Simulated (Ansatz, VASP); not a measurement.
## One calculation of NaF, two programs

```
Na F
1.0
     0.00000    2.16347    2.29717
     2.16347    0.00000    2.29717
     2.16347    2.16347    0.00000
Na F
1 1
Direct
  0.00000 0.00000 0.00000
  0.50000 0.50000 0.50000
```

Change from the starting cell: biaxial_xy strain -5.8%.

Alike in both runs: task single point; functional HSE06; k mesh 6 × 6 × 6; no spin polarisation.

|  | VASP | Ansatz |
| --- | --- | --- |
| version | VASP 6.6.1 | Ansatz 0.2.0 |
| potentials or method | VASP PAW PBE potentials, release 64 (Na_pv, F) | plane waves, PAW |
| plane-wave cutoff (eV) | 520 | 420 |
| occupations | gaussian, width 0.01 eV | fixed |
| valence electrons in the cell | 14 | 16 |

|  | VASP | Ansatz | Ansatz less VASP |
| --- | --- | --- | --- |
| gap on the k mesh at the Fermi level (eV) | 9.37 | 9.41 | +0.039 |
| pressure (GPa) | 11.4 | 11.0 | -0.43 |
| traceless stress, the component that is largest in VASP (GPa) | -6.37 | -6.10 | +0.277 |

VASP's potentials hold 14 valence electrons a cell and Ansatz's 16, so a difference there can come from the potentials and not from the codes. Ansatz's warnings: stress exchange threshold loose, stress scf threshold loose.
